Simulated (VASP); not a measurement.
Mg2Sn:

```
Sn Mg
1.0
     0.00000    3.37994    3.37994
     3.37994    0.00000    3.37994
     3.37994    3.37994    0.00000
Sn Mg
1 2
Cartesian
  0.0000 0.0000 0.0000
  1.6900 1.6900 1.6900
  5.0699 5.0699 5.0699
```

Base run:

```yaml
Program: VASP 6.6.1
Functional: PBE
Potentials_or_basis: VASP PAW PBE potentials, release 64 (Sn_d, Mg)
Cutoff: 600 eV
k_mesh: 6 × 6 × 6
Occupations: fermi-dirac, width 0.02 eV
Spin: no spin polarisation
```

Its results: pressure 1.1 GPa.

Question: The run is repeated on the same cell with these changes: functional from PBE to HSE06; cutoff from 600 eV to 520 eV; k mesh from 6 × 6 × 6 to 4 × 4 × 4. What comes out?

Answer: Pressure -0.1 GPa.

Several settings changed at once.

Caveats: some runs use coarse meshes; the PAW data sets were made with another functional, which shifts forces and pressure a little (at least some runs).
